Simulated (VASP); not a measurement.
# Hf4WC4 in VASP: single point with PBEsol

Aim: the single point of Hf4WC4 with PBEsol.

Program: VASP 6.6.1. These are calculated values, not measurements. Logs are shortened: lines on timing, memory, paths and dates and some standing lists are left out, and cuts for length are marked.

### 1 The cell of the first run

The cell holds a slab with vacuum, 9 atoms: a = 3.258 Å, b = 3.258 Å, c = 25.911 Å, α = 90.00°, β = 90.00°, γ = 90.00°.

### 2 Single point, PBEsol, collinear spin

INCAR

```
PREC = Accurate
ENCUT = 520
EDIFF = 1E-6
ISMEAR = 0
SIGMA = 0.1
LREAL = False
LASPH = True
NELM = 150
ALGO = Normal
ISIF = 2
LWAVE = False
LCHARG = True
ISPIN = 2
MAGMOM = 0 0 0 0 0 0 0 0 4
LORBIT = 11
LMAXMIX = 4
LDIPOL = True
IDIPOL = 3
DIPOL = 0.5 0.5 0.487
GGA = PS
LVHAR = True
LVACPOTAV = True
NBANDS = 49
KPAR = 4
```

KPOINTS

```
Automatic mesh
0
Gamma
  9 9 1
```

POSCAR

```
Hf4WC4
1.0
    3.2578677675      0.0000000000      0.0000000000
    0.0000000000      3.2578677675      0.0000000000
    0.0000000000      0.0000000000     25.9109811718
Hf C W
4 4 1
Direct
    0.0000000000      0.0000000000      0.3280462420
    0.5000000000      0.5000000000      0.4169529637
    0.0000000000      0.0000000000      0.5029466045
    0.5000000000      0.5000000000      0.5930684566
    0.5000000000      0.5000000000      0.3280462420
    0.0000000000      0.0000000000      0.4169529637
    0.5000000000      0.5000000000      0.5059083072
    0.0000000000      0.0000000000      0.6197710755
    1.0000000000      0.5000000000      0.6734145249
```

Potentials or basis: VASP PAW PBE potentials, release 64 (Hf_pv, C, W_sv).

The run is started by

```bash
$ cat potpaw_PBE.64/Hf_pv/POTCAR potpaw_PBE.64/C/POTCAR potpaw_PBE.64/W_sv/POTCAR > POTCAR
$ mpirun -np 4 vasp_std > vasp.out
```

OUTCAR:

```text
PREC = Accurate
   ENCUT = 520
   EDIFF = 1E-6
   ISMEAR = 0
   LREAL = False
   LASPH = True
   NELM = 150
   ISIF = 2
   ISPIN = 2
   LORBIT = 11
   GGA = PS

 ion  position               nearest neighbor table
   1  0.000  0.000  0.328-   5 2.30   5 2.30   5 2.30   5 2.30   6 2.30   2 3.26   2 3.26   2 3.26
                             2 3.26
   2  0.500  0.500  0.417-   6 2.30   6 2.30   6 2.30   6 2.30   5 2.30   7 2.30   3 3.20   3 3.20
                             3 3.20   3 3.20   1 3.26   1 3.26   1 3.26   1 3.26
   3  0.000  0.000  0.503-   6 2.23   7 2.30   7 2.30   7 2.30   7 2.30   2 3.20   2 3.20   2 3.20
                             2 3.20   4 3.28   4 3.28   4 3.28   4 3.28
   4  0.500  0.500  0.593-   7 2.26   8 2.41   8 2.41   8 2.41   8 2.41   9 2.64   9 2.64   3 3.28
                             3 3.28   3 3.28   3 3.28
   5  0.500  0.500  0.328-   1 2.30   1 2.30   1 2.30   1 2.30   2 2.30
   6  0.000  0.000  0.417-   3 2.23   2 2.30   2 2.30   2 2.30   2 2.30   1 2.30
   7  0.500  0.500  0.506-   4 2.26   2 2.30   3 2.30   3 2.30   3 2.30   3 2.30
   8  0.000  0.000  0.620-   9 2.14   9 2.14   4 2.41   4 2.41   4 2.41   4 2.41
   9  0.000  0.500  0.673-   8 2.14   8 2.14   4 2.64   4 2.64

  LATTYP: Found a simple tetragonal cell.
 ALAT       =     3.2578677675
 C/A-ratio  =     7.9533556979

  Lattice vectors:

 A1 = (   3.2578677675,   0.0000000000,   0.0000000000)
 A2 = (   0.0000000000,   3.2578677675,   0.0000000000)
 A3 = (   0.0000000000,   0.0000000000,  25.9109811718)

Analysis of symmetry for initial positions (statically):
=====================================================================
 Subroutine PRICEL returns:
 Original cell was already a primitive cell.

 Routine SETGRP: Setting up the symmetry group for a
 simple tetragonal supercell.

 Subroutine GETGRP returns: Found  4 space group operations
 (whereof  4 operations were pure point group operations)
 out of a pool of 16 trial point group operations.

The static configuration has the point symmetry C_2v.

Analysis of symmetry for dynamics (positions and initial velocities):
=====================================================================
 Subroutine PRICEL returns:
 Original cell was already a primitive cell.

 Routine SETGRP: Setting up the symmetry group for a
 simple tetragonal supercell.

 Subroutine GETGRP returns: Found  4 space group operations
 (whereof  4 operations were pure point group operations)
 out of a pool of 16 trial point group operations.

The dynamic configuration has the point symmetry C_2v.

Analysis of structural, dynamic, and magnetic symmetry:
=====================================================================
 Subroutine PRICEL returns:
 Original cell was already a primitive cell.

 Routine SETGRP: Setting up the symmetry group for a
 simple tetragonal supercell.

 Subroutine GETGRP returns: Found  4 space group operations
 (whereof  4 operations were pure point group operations)
 out of a pool of 16 trial point group operations.

The overall configuration has the point symmetry C_2v.

 Subroutine INISYM returns: Found  4 space group operations
 (whereof  4 operations are pure point group operations),
 and found     1 'primitive' translations

----------------------------------------------------------------------------------------

                                     Primitive cell

  volume of cell :     275.0114

  direct lattice vectors                    reciprocal lattice vectors
     3.257867768  0.000000000  0.000000000     0.306949229  0.000000000  0.000000000
     0.000000000  3.257867768  0.000000000     0.000000000  0.306949229  0.000000000
     0.000000000  0.000000000 25.910981172     0.000000000  0.000000000  0.038593676

  length of vectors
     3.257867768  3.257867768 25.910981172     0.306949229  0.306949229  0.038593676

  position of ions in fractional coordinates (direct lattice)
     0.000000000  0.000000000  0.328046242
     0.500000000  0.500000000  0.416952964
     0.000000000  0.000000000  0.502946604
     0.500000000  0.500000000  0.593068457
     0.500000000  0.500000000  0.328046242
     0.000000000  0.000000000  0.416952964
     0.500000000  0.500000000  0.505908307
     0.000000000  0.000000000  0.619771075
     0.000000000  0.500000000  0.673414525

  ion indices of the primitive-cell ions
   primitive index   ion index
                 1           1
                 2           2
                 3           3
                 4           4
                 5           5
                 6           6
                 7           7
                 8           8
                 9           9

----------------------------------------------------------------------------------------

 KPOINTS: Automatic mesh

Automatic generation of k-mesh.
 Grid dimensions read from file:
 generate k-points for:    9    9    1

 Generating k-lattice:

  Cartesian coordinates                     Fractional coordinates (reciprocal lattice)
     0.034105470  0.000000000  0.000000000     0.111111111  0.000000000  0.000000000
     0.000000000  0.034105470  0.000000000     0.000000000  0.111111111  0.000000000
     0.000000000  0.000000000  0.038593676     0.000000000  0.000000000  1.000000000

  Length of vectors
     0.034105470  0.034105470  0.038593676

  Shift w.r.t. Gamma in fractional coordinates (k-lattice)
     0.000000000  0.000000000  0.000000000

 Subroutine IBZKPT returns following result:
 ===========================================

 Found     25 irreducible k-points:

 Following reciprocal coordinates:
            Coordinates               Weight
  0.000000  0.000000  0.000000      1.000000
  0.111111  0.000000  0.000000      2.000000
  0.000000  0.111111  0.000000      2.000000
  0.222222  0.000000  0.000000      2.000000
  0.000000  0.222222  0.000000      2.000000
  0.333333  0.000000  0.000000      2.000000
[... 16 lines left out ...]
  0.444444  0.333333  0.000000      4.000000
 -0.333333  0.444444  0.000000      4.000000
   k-points           NKPTS =     25   k-points in BZ     NKDIM =     25   number of bands    NBANDS=     49
   number of dos      NEDOS =    301   number of ions     NIONS =      9
   total plane-waves  NPLWV = 112896
   dimension x,y,z NGX =    24 NGY =   24 NGZ =  196
   dimension x,y,z NGXF=    48 NGYF=   48 NGZF=  392
   ions per type =               4   4   1
   NGX,Y,Z   is equivalent  to a cutoff of  12.25, 12.25, 12.58 a.u.
   NGXF,Y,Z  is equivalent  to a cutoff of  24.49, 24.49, 25.15 a.u.
 SYSTEM =  unknown system
   PREC   = accura    normal or accurate (medium, high low for compatibility)
   ISTART =      0    job   : 0-new  1-cont  2-samecut
   ICHARG =      2    charge: 1-file 2-atom 10-const
   ISPIN  =      2    spin polarized calculation?
   LNONCOLLINEAR =      F non collinear calculations
   LSORBIT =      F    spin-orbit coupling
   LASPH  =      T    aspherical Exc in radial PAW
   ENCUT  =  520.0 eV  38.22 Ry    6.18 a.u.   6.06  6.06 48.18*2*pi/ulx,y,z
   NELM   =    150;   NELMIN=  2; NELMDL= -5     # of ELM steps
   EDIFF  = 0.1E-05   stopping-criterion for ELM
   LREAL  =      F    real-space projection
   EDIFFG = 0.1E-04   stopping-criterion for IOM
   NSW    =      0    number of steps for IOM
   IBRION =     -1    ionic relax: 0-MD 1-quasi-New 2-CG
   NFREE  =      0    steps in history (QN), initial steepest desc. (CG)
   ISIF   =      2    stress and relaxation
   ISYM   =      2    0-nonsym 1-usesym 2-fastsym
   POTIM  = 0.5000    time-step for ionic-motion
   TEBEG  =    0.0;   TEEND  =   0.0 temperature during run
   PSTRESS=    0.0 pullay stress
   NELECT =      70.0000    total number of electrons
   NUPDOWN=      -1.0000    fix difference up-down
   EMIN   =  10.00;   EMAX   =-10.00  energy-range for DOS
   EFERMI =   0.00;   METHOD = LEGACY
   ISMEAR =     0;   SIGMA  =   0.10  broadening in eV -4-tet -1-fermi 0-gaus
   EFERMI_NEDOS =   21; number of points for ismear=-14 and -15
   IALGO  =     38    algorithm
   IMIX   =      4    mixing-type and parameters
     AMIX     =   0.40;   BMIX     =  1.00
     AMIX_MAG =   1.60;   BMIX_MAG =  1.00
  volume/ion in A,a.u.               =      30.56       206.21
  Fermi-wavevector in a.u.,A,eV,Ry     =   1.037506  1.960602 14.645564  1.076419
  Thomas-Fermi vector in A             =   2.171947
   LORBIT       =     11    0 simple, 1 ext, 2 COOP (PROOUT), +10 PAW based schemes
   GGA     = PS    functional components
   LHFCALC =     F    Hartree Fock is set to
   AEXX    =    0.0000 exact exchange contribution
   IVDW    =     0    specifies the selected vdW correction
   LEPSILON=     F    determine dielectric tensor
   LRPA    =     F    only Hartree local field effects (RPA)
 spin polarized calculation
 Gauss-broadening in eV      SIGMA  =   0.10
  energy-cutoff  :      520.00
  volume of cell :      275.01
 maximum number of plane-waves:      7450
   NGX = 13   NGY = 13   NGZ = 97

 dipolmoment           0.000000      0.000000     -0.007590 electrons x Angstroem

 number of electron      70.0000022 magnetization       0.0001554

 dipolmoment           0.000000      0.000000      0.014912 electrons x Angstroem

 Free energy of the ion-electron system (eV)
  ---------------------------------------------------
  ext. energy  EPLUGINS =         0.00000000
  ---------------------------------------------------
  free energy    TOTEN  =       -96.44093232 eV

  energy without entropy =      -96.41922524  energy(sigma->0) =      -96.43007878

 E-fermi :   0.6627     XC(G=0):  -6.0998

 val. band max:        0.6623935084   @ k =   0.3333   0.2222   0.0000
 cond. band min:       0.6697744448   @ k =   0.4444   0.0000   0.0000
 fundamental gap:      0.0073809365
 Fermi energy:         0.6626734819

 spin component 1

 k-point     1 :       0.0000    0.0000    0.0000
  band No.  band energies     occupation
      1     -73.3034      1.00000
      2     -37.5734      1.00000
      3     -37.5532      1.00000
      4     -37.3636      1.00000
      5     -29.6207      1.00000
      6     -29.5289      1.00000
[... 39 lines left out ...]
     46       4.3268      0.00000
     47       4.6595      0.00000
[... 1148 lines left out ...]
     46       6.1829      0.00000
     47       6.5405      0.00000

 [... further k-points ...]

 spin component 2

 k-point     1 :       0.0000    0.0000    0.0000
  band No.  band energies     occupation
      1     -73.3034      1.00000
      2     -37.5734      1.00000
      3     -37.5532      1.00000
      4     -37.3635      1.00000
      5     -29.6207      1.00000
      6     -29.5289      1.00000
[... 39 lines left out ...]
     46       4.2865      0.00000
     47       4.7132      0.00000
[... 1148 lines left out ...]
     46       6.1829      0.00000
     47       6.5405      0.00000

 [... further k-points ...]

 [bands above 47 left out]

------------------------ aborting loop because EDIFF is reached ----------------------------------------

  FORCE on cell =-STRESS in cart. coord.  units (eV):
  Direction    XX          YY          ZZ          XY          YZ          ZX
  --------------------------------------------------------------------------------------
  -------------------------------------------------------------------------------------
  Total       -3.4923688    -10.4621988     -2.1196495      0.0000000      0.0000000      0.0000000
  in kB      -20.3460414    -60.9512736    -12.3487750      0.0000000      0.0000000      0.0000000
  external PRESSURE =     -31.2153634 kB  Pullay stress =       0.0000000 kB

 VOLUME and BASIS-vectors are now :
 -----------------------------------------------------------------------------
  energy-cutoff  :      520.00
  volume of cell :      275.01
      direct lattice vectors                 reciprocal lattice vectors
     3.257867768  0.000000000  0.000000000     0.306949229  0.000000000  0.000000000
     0.000000000  3.257867768  0.000000000     0.000000000  0.306949229  0.000000000
     0.000000000  0.000000000 25.910981172     0.000000000  0.000000000  0.038593676

 POSITION                                       TOTAL-FORCE (eV/Angst)
 -----------------------------------------------------------------------------------
      0.00000      0.00000      8.50000         0.000000      0.000000      1.565924
      1.62893      1.62893     10.80366         0.000000      0.000000     -0.265069
      0.00000      0.00000     13.03184         0.000000      0.000000     -0.030199
      1.62893      1.62893     15.36699         0.000000      0.000000      0.034810
      1.62893      1.62893      8.50000         0.000000      0.000000     -0.734174
      0.00000      0.00000     10.80366         0.000000      0.000000     -0.527624
      1.62893      1.62893     13.10858         0.000000      0.000000      0.005016
      0.00000      0.00000     16.05888         0.000000      0.000000     -0.039899
      0.00000      1.62893     17.44883         0.000000      0.000000     -0.008784
 -----------------------------------------------------------------------------------
    total drift:                                0.000000      0.000000      0.000090

  FREE ENERGIE OF THE ION-ELECTRON SYSTEM (eV)
  ---------------------------------------------------
  free  energy   TOTEN  =       -96.4409323188 eV

  energy  without entropy=      -96.4192252427  energy(sigma->0) =      -96.43007878

 vacuum level on the upper side and lower side of the slab         4.669         4.415

 total charge

# of ion       s       p       d       tot
------------------------------------------
    1        0.313   6.551   1.636   8.500
    2        0.320   6.663   1.724   8.707
    3        0.320   6.612   1.733   8.664
    4        0.345   6.608   1.800   8.753
    5        0.875   1.457   0.000   2.332
    6        0.866   1.534   0.000   2.400
    7        0.871   1.515   0.000   2.386
    8        0.853   1.455   0.000   2.309
    9        2.388   6.156   3.451  11.994
--------------------------------------------------
tot          7.151  38.549  10.344  56.043

 magnetization (x)

# of ion       s       p       d       tot
------------------------------------------
    1        0.000   0.000   0.000   0.000
    2       -0.000  -0.000   0.000   0.000
    3        0.000   0.000   0.000   0.000
    4       -0.000   0.000  -0.000  -0.000
    5       -0.000  -0.000   0.000  -0.000
    6       -0.000  -0.000   0.000  -0.000
    7       -0.000  -0.000   0.000  -0.000
    8       -0.000  -0.000   0.000  -0.000
    9        0.000   0.000   0.000   0.000
--------------------------------------------------
tot          0.000  -0.000   0.000   0.000
```

Wall time 22 min (4 MPI ranks of Intel Xeon Platinum 8488C (Sapphire Rapids), shared host); peak memory 0.8 GiB.

What came out:

| Property | Result |
| --- | --- |
| Free energy | -96.4409 eV |
| Largest force | 1.566 eV/Å |
| Band gap on the k mesh | zero (filled and empty bands overlap) |
| Net moment | 0.00 μB per cell |
| Valence electrons inside the program's atomic spheres | Hf 8.50, 8.71, 8.66, 8.75; C 2.33, 2.40, 2.39, 2.31; W 11.99 |

Forces in eV/Å, atoms in the order of the input:
```
Hf   0.000  0.000  1.566
Hf   0.000  0.000 -0.265
Hf   0.000  0.000 -0.030
Hf   0.000  0.000  0.035
C    0.000  0.000 -0.734
C    0.000  0.000 -0.528
C    0.000  0.000  0.005
C    0.000  0.000 -0.040
W    0.000  0.000 -0.009
```

Levels at points of the mesh, in eV from the Fermi level:
Spin up:
```csv
k point,band 33,band 34,band 35,band 36,band 37,band 38
"(0.00, 0.00, 0.00)",-0.28,-0.26,-0.02,0.54,0.54,0.55
```
Spin down:
```csv
k point,band 31,band 32,band 33,band 34,band 35,band 36,band 37,band 38,band 39,band 40
"(0.00, 0.00, 0.00)",-0.40,-0.35,-0.28,-0.26,-0.02,0.54,0.54,0.55,1.11,1.57
```

Caveat: the PAW data sets were made with another functional, which shifts forces and pressure a little; spin-orbit coupling is left out, which moves the levels of the heavy elements.
